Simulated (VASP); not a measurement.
Crystal: TePb.

```xyz
2
Lattice="0.0000 3.2310 3.2310 3.2310 0.0000 3.2310 3.2310 3.2310 0.0000" Properties=species:S:1:pos:R:3 pbc="T T T"
Te    3.2310    3.2310    3.2310
Pb    0.0000    0.0000    0.0000
```

```yaml
Program: VASP 6.6.1
Task: relaxation of cell and atoms
Functional: r2SCAN
Potentials_or_basis: VASP PAW PBE potentials, release 64 (Te, Pb_d)
Cutoff: 600 eV
k_mesh: 14 × 14 × 14
Occupations: fermi-dirac, width 0.08 eV
Spin: no spin polarisation
```

At the start: pressure 1.5 GPa; volume 33.73 Å³/atom.

Problem. Where does the relaxation end?

Solution. Over 3 steps the energy falls by 5.4 meV/atom and the volume is 34.88 Å³/atom (+3.4 %); space group Fm-3m (No. 225, to 0.1 Å) before and after.

The path:
```csv
step,energy change (eV),largest force (eV/Å),pressure (GPa),volume (Å³)
1,0.0000,0.0000,1.53,67.46
2,-0.0092,0.0000,-0.53,70.66
3,-0.0107,0.0000,0.01,69.76
```

Final structure:
```cif
data_structure
_symmetry_space_group_name_H-M 'P 1'
_symmetry_Int_Tables_number 1
_cell_length_a 4.6208
_cell_length_b 4.6208
_cell_length_c 4.6208
_cell_angle_alpha 60.000
_cell_angle_beta 60.000
_cell_angle_gamma 60.000
_cell_volume 69.76
loop_
_atom_site_label
_atom_site_type_symbol
_atom_site_fract_x
_atom_site_fract_y
_atom_site_fract_z
_atom_site_occupancy
Te1 Te 0.50000 0.50000 0.50000 1
Pb1 Pb 0.00000 0.00000 0.00000 1
```

Caveat: the PAW data sets were made with another functional, which shifts forces and pressure a little.
